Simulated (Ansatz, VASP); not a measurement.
## One calculation of SiO2, two programs

```xyz
6
Lattice="4.1848 0.0000 0.0000 0.0000 4.1848 0.0000 0.0000 0.0000 2.6684" Properties=species:S:1:pos:R:3 pbc="T T T"
Si    0.0000    0.0000    0.0000
Si    2.0924    2.0924    1.3342
O     1.2810    1.2810    0.0000
O     0.8114    3.3733    1.3342
O     2.9038    2.9038    0.0000
O     3.3733    0.8114    1.3342
```

Alike in both runs: functional r2SCAN; k mesh 6 × 6 × 8; occupations gaussian, width 0.02 eV; no spin polarisation.

Ansatz relaxed the structure, and its values are those at the end. VASP's run is a single point on that final structure, the one shown.

|  | VASP | Ansatz |
| --- | --- | --- |
| version | VASP 6.6.1 | Ansatz 0.2.0 |
| potentials or method | VASP PAW PBE potentials, release 64 (Si, O), cutoff 520 eV | scalar-relativistic, plane waves, PAW |
| valence electrons in the cell | 32 | 32 |

Ansatz gave:

```
gap on the k mesh at the Fermi level (eV) : 6.53
least direct gap on the mesh (eV)         : 6.53
pressure (GPa)                            : 0.0
rms of the force components (eV/Å)        : 0.000
```

Problem. Which values does VASP return?

Solution. gap on the k mesh at the Fermi level (eV): 6.52; least direct gap on the mesh (eV): 6.52; pressure (GPa): 0.5; rms of the force components (eV/Å): 0.011.

VASP's potentials were made for PBE, not for r2SCAN.
